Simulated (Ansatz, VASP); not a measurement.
**ZnS in VASP and in Ansatz**

Contents of POSCAR:

```
ZnS
1.0
    0.0000000000      2.4254264253      2.4254264253
    2.4254264253      0.0000000000      2.4254264253
    2.4254264253      2.4254264253      0.0000000000
Zn S
1 1
Direct
    0.0000000000      0.0000000000      0.0000000000
    0.5000000000      0.5000000000      0.5000000000
```

The input INCAR.step1:

```
ALGO     = Normal         # electronic algorithm
EDIFF    = 1E-4           # SCF threshold, eV
ENCUT    = 520            # plane-wave cutoff, eV
GGA      = PE             # functional
ISMEAR   = -1             # smearing method
LASPH    = True           # aspherical terms in the spheres
LCHARG   = False          # write CHGCAR
LREAL    = False          # projectors in reciprocal space
LWAVE    = True           # write WAVECAR
NBANDS   = 16             # bands
NELM     = 60             # most SCF steps
PREC     = Accurate       # precision mode
SIGMA    = 0.08           # smearing width, eV
```

Contents of INCAR.step2:

```
ALGO     = Normal         # electronic algorithm
EDIFF    = 1E-6           # SCF threshold, eV
ENCUT    = 520            # plane-wave cutoff, eV
ISIF     = 2              # what is computed and relaxed
ISMEAR   = -1             # smearing method
ISTART   = 1            
LASPH    = True           # aspherical terms in the spheres
LCHARG   = False          # write CHGCAR
LMIXTAU  = True         
LREAL    = False          # projectors in reciprocal space
LWAVE    = False          # write WAVECAR
METAGGA  = R2SCAN         # meta-GGA
NBANDS   = 16             # bands
NELM     = 60             # most SCF steps
PREC     = Accurate       # precision mode
SIGMA    = 0.08           # smearing width, eV
```

Contents of KPOINTS:

```
k-points
0
Gamma
  16 16 16
```

Input for Ansatz:

```yaml
crystal:
  lattice:
    - [0.0, 2.4254264253, 2.4254264253]
    - [2.4254264253, 0.0, 2.4254264253]
    - [2.4254264253, 2.4254264253, 0.0]
  atoms:
    - { symbol: Zn, position: [0.0, 0.0, 0.0] }
    - { symbol: S, position: [0.5, 0.5, 0.5] }
kpoints:
  mp_grid: { grid: [16, 16, 16] }
scf:
  occupations: { method: fermi_dirac, width: 0.08 }
hamiltonian:
  xc: r2scan
  pseudopotentials: { kind: paw }
output:
  forces: true
  stress: true
  eigenvalues: true
  populations: true
```

Change from the starting cell: volume scaled by 0.88, PAW files.

Alike in both runs: task single point; functional r2SCAN; k mesh 16 × 16 × 16; occupations fermi-dirac, width 0.08 eV; no spin polarisation.

|  | VASP | Ansatz |
| --- | --- | --- |
| version | VASP 6.6.1 | Ansatz 0.2.0 |
| potentials or method | VASP PAW PBE potentials, release 64 (Zn, S) | PAW with Ansatz's default frozen-core files, scalar-relativistic |
| plane-wave cutoff (eV) | 520 | 500 |
| valence electrons in the cell | 18 | 18 |

|  | VASP | Ansatz | Ansatz less VASP |
| --- | --- | --- | --- |
| pressure (GPa) | 16.6 | 16.6 | -0.06 |

VASP's potentials were made for PBE, not for r2SCAN. The functional is the same, so the differences come from potentials, cutoffs and numerics.
